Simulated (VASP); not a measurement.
# Au (Pm-3m) in VASP: notebook

Au is run at these levels: r2SCAN; tasks: single point.

Program: VASP 6.6.1. These are calculated values, not measurements. Logs are shortened: lines on timing, memory, paths and dates and some standing lists are left out, and cuts for length are marked.

## (1) The cell of the first run

Symmetry: Pm-3m, No. 221, cubic system. The conventional cell has a = 2.755 Å, b = 2.755 Å, c = 2.755 Å, α = 90.00°, β = 90.00°, γ = 90.00°. Within 3.6 Å of Au (site symmetry m-3m) lie 6 Au at 2.76 Å.

## (2) Single point, r2SCAN (volume scaled by 1.04)

File POSCAR:

```
Au
1.0
    2.7554293055      0.0000000000      0.0000000000
    0.0000000000      2.7554293055      0.0000000000
    0.0000000000      0.0000000000      2.7554293055
Au
1
Direct
    0.0000000000      0.0000000000      0.0000000000
```

File INCAR.step1:

```
  PREC = Accurate
  ENCUT = 520
  ISMEAR = -1
  SIGMA = 0.1
  LREAL = False
  LASPH = True
  NELM = 100
  NBANDS = 12
  GGA = PE
  ALGO = Normal
  EDIFF = 1E-4
  LWAVE = True
  LCHARG = False
```

File INCAR.step2:

```
  PREC = Accurate
  ENCUT = 520
  EDIFF = 1E-6
  ISMEAR = -1
  SIGMA = 0.1
  LREAL = False
  LASPH = True
  NELM = 100
  ALGO = Normal
  ISIF = 2
  LWAVE = False
  LCHARG = True
  METAGGA = R2SCAN
  LMIXTAU = True
  LELF = True
  LVHAR = True
  NBANDS = 12
  ISTART = 1
```

File KPOINTS:

```
Automatic mesh
0
Gamma
  13 13 13
```

Potentials or basis: VASP PAW PBE potentials, release 64 (Au).

Launch:

```sh
> cat potpaw_PBE.64/Au/POTCAR > POTCAR
> cp INCAR.step1 INCAR
> mpirun -np 1 vasp_std > vasp.out
> cp INCAR.step2 INCAR
> mpirun -np 1 vasp_std > vasp.out
```

OUTCAR:

```text
PREC = Accurate
   ENCUT = 520
   EDIFF = 1E-6
   ISMEAR = -1
   LREAL = False
   LASPH = True
   NELM = 100
   ISIF = 2
   METAGGA = R2SCAN
   ISTART = 1

 ion  position               nearest neighbor table
   1  0.000  0.000  0.000-

  LATTYP: Found a simple cubic cell.
 ALAT       =     2.7554293055

  Lattice vectors:

 A1 = (   2.7554293055,   0.0000000000,   0.0000000000)
 A2 = (   0.0000000000,   2.7554293055,   0.0000000000)
 A3 = (   0.0000000000,   0.0000000000,   2.7554293055)

Analysis of symmetry for initial positions (statically):
=====================================================================
 Subroutine PRICEL returns:
 Original cell was already a primitive cell.

 Routine SETGRP: Setting up the symmetry group for a
 simple cubic supercell.

 Subroutine GETGRP returns: Found 48 space group operations
[... 9 lines left out ...]

 Routine SETGRP: Setting up the symmetry group for a
 simple cubic supercell.

 Subroutine GETGRP returns: Found 48 space group operations
[... 11 lines left out ...]
                                     Primitive cell

  volume of cell :      20.9203

  direct lattice vectors                    reciprocal lattice vectors
     2.755429305  0.000000000  0.000000000     0.362919854  0.000000000  0.000000000
     0.000000000  2.755429305  0.000000000     0.000000000  0.362919854  0.000000000
     0.000000000  0.000000000  2.755429305     0.000000000  0.000000000  0.362919854

  length of vectors
     2.755429305  2.755429305  2.755429305     0.362919854  0.362919854  0.362919854

  position of ions in fractional coordinates (direct lattice)
     0.000000000  0.000000000  0.000000000

  ion indices of the primitive-cell ions
   primitive index   ion index
                 1           1

----------------------------------------------------------------------------------------

 KPOINTS: Automatic mesh

Automatic generation of k-mesh.
 Grid dimensions read from file:
 generate k-points for:   13   13   13

 Generating k-lattice:

  Cartesian coordinates                     Fractional coordinates (reciprocal lattice)
     0.027916912  0.000000000  0.000000000     0.076923077  0.000000000  0.000000000
     0.000000000  0.027916912  0.000000000     0.000000000  0.076923077  0.000000000
     0.000000000  0.000000000  0.027916912     0.000000000  0.000000000  0.076923077

  Length of vectors
     0.027916912  0.027916912  0.027916912

  Shift w.r.t. Gamma in fractional coordinates (k-lattice)
     0.000000000  0.000000000  0.000000000

 Subroutine IBZKPT returns following result:
 ===========================================

 Found     84 irreducible k-points:

 Following reciprocal coordinates:
            Coordinates               Weight
  0.000000  0.000000  0.000000      1.000000
  0.076923  0.000000  0.000000      6.000000
  0.153846  0.000000  0.000000      6.000000
  0.230769  0.000000  0.000000      6.000000
  0.307692  0.000000  0.000000      6.000000
  0.384615  0.000000  0.000000      6.000000
[... 16 lines left out ...]
  0.307692  0.307692  0.000000     12.000000
  0.384615  0.307692  0.000000     24.000000
 [... further k-points ...]
   k-points           NKPTS =     84   k-points in BZ     NKDIM =     84   number of bands    NBANDS=     12
   number of dos      NEDOS =    301   number of ions     NIONS =      1
   total plane-waves  NPLWV =   8000
   dimension x,y,z NGX =    20 NGY =   20 NGZ =   20
   dimension x,y,z NGXF=    40 NGYF=   40 NGZF=   40
   ions per type =               1
   NGX,Y,Z   is equivalent  to a cutoff of  12.07, 12.07, 12.07 a.u.
   NGXF,Y,Z  is equivalent  to a cutoff of  24.13, 24.13, 24.13 a.u.
 SYSTEM =  unknown system
   PREC   = accura    normal or accurate (medium, high low for compatibility)
   ISTART =      1    job   : 0-new  1-cont  2-samecut
   ICHARG =      0    charge: 1-file 2-atom 10-const
   ISPIN  =      1    spin polarized calculation?
   LNONCOLLINEAR =      F non collinear calculations
   LSORBIT =      F    spin-orbit coupling
   LASPH  =      T    aspherical Exc in radial PAW
   ENCUT  =  520.0 eV  38.22 Ry    6.18 a.u.   5.12  5.12  5.12*2*pi/ulx,y,z
   NELM   =    100;   NELMIN=  2; NELMDL=  0     # of ELM steps
   EDIFF  = 0.1E-05   stopping-criterion for ELM
   LREAL  =      F    real-space projection
   EDIFFG = 0.1E-04   stopping-criterion for IOM
   NSW    =      0    number of steps for IOM
   IBRION =     -1    ionic relax: 0-MD 1-quasi-New 2-CG
   NFREE  =      0    steps in history (QN), initial steepest desc. (CG)
   ISIF   =      2    stress and relaxation
   ISYM   =      2    0-nonsym 1-usesym 2-fastsym
   POTIM  = 0.5000    time-step for ionic-motion
   TEBEG  =    0.0;   TEEND  =   0.0 temperature during run
   PSTRESS=    0.0 pullay stress
   NELECT =      11.0000    total number of electrons
   NUPDOWN=      -1.0000    fix difference up-down
   EMIN   =  10.00;   EMAX   =-10.00  energy-range for DOS
   EFERMI =   0.00;   METHOD = LEGACY
   ISMEAR =    -1;   SIGMA  =   0.10  broadening in eV -4-tet -1-fermi 0-gaus
   EFERMI_NEDOS =   21; number of points for ismear=-14 and -15
   IALGO  =     38    algorithm
   IMIX   =      4    mixing-type and parameters
     AMIX     =   0.40;   BMIX     =  1.00
     AMIX_MAG =   1.60;   BMIX_MAG =  1.00
  volume/ion in A,a.u.               =      20.92       141.18
  Fermi-wavevector in a.u.,A,eV,Ry     =   1.321346  2.496981 23.755152  1.745954
  Thomas-Fermi vector in A             =   2.451106
   LORBIT       =      0    0 simple, 1 ext, 2 COOP (PROOUT), +10 PAW based schemes
   METAGGA = R2SCAN    functional components
   LHFCALC =     F    Hartree Fock is set to
   AEXX    =    0.0000 exact exchange contribution
   IVDW    =     0    specifies the selected vdW correction
   LEPSILON=     F    determine dielectric tensor
   LRPA    =     F    only Hartree local field effects (RPA)
 non-spin polarized calculation
  energy-cutoff  :      520.00
  volume of cell :       20.92
 maximum number of plane-waves:       587
   NGX = 11   NGY = 11   NGZ = 11

 number of electron      10.9999997 magnetization

 Free energy of the ion-electron system (eV)
  ---------------------------------------------------
  ext. energy  EPLUGINS =         0.00000000
  ---------------------------------------------------
  free energy    TOTEN  =       -50.40783029 eV

  energy without entropy =      -50.39916334  energy(sigma->0) =      -50.40349682

 E-fermi :   5.9792     XC(G=0): -12.1181

 val. band max:        5.8306124647   @ k =   0.3846   0.3077   0.0769
 cond. band min:       6.0071912243   @ k =   0.4615   0.0769   0.0769
 fundamental gap:      0.1765787596
 Fermi energy:         5.9792219431

 k-point     1 :       0.0000    0.0000    0.0000
  band No.  band energies     occupation
      1      -1.8438      2.00000
      2       0.1836      2.00000
      3       0.1836      2.00000
      4       4.3771      2.00000
      5       4.3771      2.00000
      6       4.3771      2.00000
      7      20.3849      0.00000
      8      20.3849      0.00000
      9      20.3849      0.00000
     10      25.3054      0.00000
     11      27.8748      0.00000
     12      27.8748      0.00000

 k-point     2 :       0.0769    0.0000    0.0000
  band No.  band energies     occupation
      1      -1.6975      2.00000
      2       0.2052      2.00000
      3       0.2999      2.00000
      4       4.2824      2.00000
      5       4.2824      2.00000
      6       4.3847      2.00000
      7      19.1987      0.00000
      8      20.6236      0.00000
      9      20.6236      0.00000
     10      25.9278      0.00000
     11      27.4302      0.00000
     12      28.6252      0.00000

 k-point     3 :       0.1538    0.0000    0.0000
  band No.  band energies     occupation
      1      -1.3068      2.00000
      2       0.2654      2.00000
      3       0.6781      2.00000
      4       4.0296      2.00000
      5       4.0296      2.00000
      6       4.4061      2.00000
      7      16.9789      0.00000
      8      21.2984      0.00000
      9      21.2984      0.00000
     10      26.3478      0.00000
     11      26.4195      0.00000
     12      30.9372      0.00000

 k-point     4 :       0.2308    0.0000    0.0000
  band No.  band energies     occupation
      1      -0.8104      2.00000
      2       0.3518      2.00000
      3       1.3989      2.00000
      4       3.6941      2.00000
      5       3.6941      2.00000
      6       4.4363      2.00000
      7      14.6375      0.00000
      8      22.3037      0.00000
      9      22.3037      0.00000
     10      25.2956      0.00000
     11      26.3533      0.00000
     12      33.9017      0.00000

 k-point     5 :       0.3077    0.0000    0.0000
  band No.  band energies     occupation
      1      -0.3605      2.00000
      2       0.4456      2.00000
      3       2.5157      2.00000
      4       3.3609      2.00000
      5       3.3609      2.00000
      6       4.4685      2.00000
      7      12.3699      0.00000
      8      23.4953      0.00000
      9      23.4953      0.00000
     10      24.3113      0.00000
     11      26.0810      0.00000
     12      33.3237      0.00000
[... 228 lines left out ...]
      1       0.5101      2.00000
      2       1.4558      2.00000
      3       2.2238      2.00000
      4       3.2029      2.00000
      5       3.8683      2.00000
      6       5.1140      1.99965
      7      11.3795      0.00000
      8      18.3199      0.00000
      9      22.9567      0.00000
     10      25.8386      0.00000
     11      26.9417      0.00000
     12      31.0578      0.00000

 k-point    22 :       0.4615    0.2308    0.0000
  band No.  band energies     occupation
      1       0.6132      2.00000
      2       1.4182      2.00000
      3       2.2051      2.00000
      4       3.0662      2.00000
      5       3.8891      2.00000
      6       6.9976      0.00008
      7       9.1601      0.00000
      8      19.4906      0.00000
      9      21.5524      0.00000
     10      25.2632      0.00000
     11      28.1330      0.00000
     12      30.6335      0.00000

 k-point    23 :       0.3077    0.3077    0.0000
  band No.  band energies     occupation
      1       0.5081      2.00000
      2       1.3087      2.00000
      3       2.9305      2.00000
      4       3.4678      2.00000
      5       3.5542      2.00000
      6       4.2263      2.00000
      7      13.7909      0.00000
      8      15.6382      0.00000
      9      22.9872      0.00000
     10      26.7335      0.00000
     11      26.8827      0.00000
     12      29.8126      0.00000

 k-point    24 :       0.3846    0.3077    0.0000
  band No.  band energies     occupation
      1       0.6514      2.00000
      2       1.0584      2.00000
      3       3.2589      2.00000
      4       3.3164      2.00000
      5       3.5584      2.00000
      6       5.6591      1.92174
      7      11.9482      0.00000
      8      16.1915      0.00000
      9      21.3908      0.00000
     10      26.3763      0.00000
     11      28.2010      0.00000
     12      29.3867      0.00000

 [... further k-points ...]
[... 5 lines left out ...]
  --------------------------------------------------------------------------------------
  -------------------------------------------------------------------------------------
  Total       -0.5272311     -0.5272311     -0.5272311      0.0000000      0.0000000     -0.0000000
  in kB      -40.3779074    -40.3779074    -40.3779074      0.0000000      0.0000000     -0.0000000
  external PRESSURE =     -40.3779074 kB  Pullay stress =       0.0000000 kB

 VOLUME and BASIS-vectors are now :
 -----------------------------------------------------------------------------
  energy-cutoff  :      520.00
  volume of cell :       20.92
      direct lattice vectors                 reciprocal lattice vectors
     2.755429305  0.000000000  0.000000000     0.362919854  0.000000000  0.000000000
     0.000000000  2.755429305  0.000000000     0.000000000  0.362919854  0.000000000
     0.000000000  0.000000000  2.755429305     0.000000000  0.000000000  0.362919854

 POSITION                                       TOTAL-FORCE (eV/Angst)
 -----------------------------------------------------------------------------------
      0.00000      0.00000      0.00000         0.000000      0.000000      0.000000
 -----------------------------------------------------------------------------------
    total drift:                                0.000000      0.000000      0.000000

  FREE ENERGIE OF THE ION-ELECTRON SYSTEM (eV)
  ---------------------------------------------------
  free  energy   TOTEN  =       -50.4078302915 eV

  energy  without entropy=      -50.3991633406  energy(sigma->0) =      -50.40349682
```

Wall time 38 s (1 thread of Intel Xeon 6975P-C, shared host); peak memory 0.14 GiB.

Results:

```yaml
Free_energy: -50.4078 eV
Pressure: -4.0 GPa
```

Levels at points of the mesh, in eV from the Fermi level:
| k point | band 4 | band 5 | band 6 | band 7 | band 8 | band 9 |
| --- | --- | --- | --- | --- | --- | --- |
| (0.00, 0.00, 0.00) | -1.60 | -1.60 | -1.60 | 14.41 | 14.41 | 14.41 |

Caveat: the PAW data sets were made with another functional, which shifts forces and pressure a little; spin-orbit coupling is left out, which moves the levels of the heavy elements.

## (3) Single point, r2SCAN (volume scaled by 1.08)

File POSCAR:

```
Au
1.0
    2.7903118606      0.0000000000      0.0000000000
    0.0000000000      2.7903118606      0.0000000000
    0.0000000000      0.0000000000      2.7903118606
Au
1
Direct
    0.0000000000      0.0000000000      0.0000000000
```

File INCAR.step1:

```
PREC = Accurate
ENCUT = 520
ISMEAR = -1
SIGMA = 0.1
LREAL = F
LASPH = T
NELM = 80
NBANDS = 12
GGA = PE
ALGO = Normal
EDIFF = 1E-4
LWAVE = T
LCHARG = F
```

File INCAR.step2:

```
PREC = Accurate
ENCUT = 520
EDIFF = 1E-6
ISMEAR = -1
SIGMA = 0.1
LREAL = F
LASPH = T
NELM = 80
ALGO = Normal
ISIF = 2
LWAVE = F
LCHARG = T
METAGGA = R2SCAN
LMIXTAU = T
LELF = T
LVHAR = T
NBANDS = 12
ISTART = 1
```

KPOINTS is that of step 2.

Potentials or basis: VASP PAW PBE potentials, release 64 (Au).

Launch:

```sh
> cat potpaw_PBE.64/Au/POTCAR > POTCAR
> cp INCAR.step1 INCAR
> mpirun -np 1 vasp_std > vasp.out
> cp INCAR.step2 INCAR
> mpirun -np 1 vasp_std > vasp.out
```

OUTCAR:

```text
PREC = Accurate
   ENCUT = 520
   EDIFF = 1E-6
   ISMEAR = -1
   LREAL = F
   LASPH = T
   NELM = 80
   ISIF = 2
   METAGGA = R2SCAN
   ISTART = 1

 ion  position               nearest neighbor table
   1  0.000  0.000  0.000-

  LATTYP: Found a simple cubic cell.
 ALAT       =     2.7903118606

  Lattice vectors:

 A1 = (   2.7903118606,   0.0000000000,   0.0000000000)
 A2 = (   0.0000000000,   2.7903118606,   0.0000000000)
 A3 = (   0.0000000000,   0.0000000000,   2.7903118606)
[... 528 lines left out ...]
      2       0.8021      2.00000
      3       2.8495      2.00000
      4       2.9190      2.00000
      5       3.1288      2.00000
      6       5.2081      1.91945
      7      11.3429      0.00000
      8      15.4345      0.00000
      9      20.6145      0.00000
     10      25.6254      0.00000
     11      27.2411      0.00000
     12      28.5656      0.00000

 [... further k-points ...]
[... 5 lines left out ...]
  --------------------------------------------------------------------------------------
  -------------------------------------------------------------------------------------
  Total       -0.9978218     -0.9978218     -0.9978218      0.0000000      0.0000000      0.0000000
  in kB      -73.5877161    -73.5877161    -73.5877161      0.0000000      0.0000000      0.0000000
  external PRESSURE =     -73.5877161 kB  Pullay stress =       0.0000000 kB

 VOLUME and BASIS-vectors are now :
 -----------------------------------------------------------------------------
  energy-cutoff  :      520.00
  volume of cell :       21.72
      direct lattice vectors                 reciprocal lattice vectors
     2.790311861  0.000000000  0.000000000     0.358382880  0.000000000  0.000000000
     0.000000000  2.790311861  0.000000000     0.000000000  0.358382880  0.000000000
     0.000000000  0.000000000  2.790311861     0.000000000  0.000000000  0.358382880

 POSITION                                       TOTAL-FORCE (eV/Angst)
 -----------------------------------------------------------------------------------
      0.00000      0.00000      0.00000         0.000000      0.000000      0.000000
 -----------------------------------------------------------------------------------
    total drift:                                0.000000     -0.000000      0.000000

  FREE ENERGIE OF THE ION-ELECTRON SYSTEM (eV)
  ---------------------------------------------------
  free  energy   TOTEN  =       -50.3792035007 eV

  energy  without entropy=      -50.3703621394  energy(sigma->0) =      -50.37478282
```

Run time: 43 s. Hardware: 1 thread of Intel Xeon 6975P-C, shared host; peak memory 0.16 GiB.

What came out:

```
Free energy : -50.3792 eV
Pressure    : -7.4 GPa
```

Caveat: the PAW data sets were made with another functional, which shifts forces and pressure a little; spin-orbit coupling is left out, which moves the levels of the heavy elements.

(Part 1 of 2 ends here.)
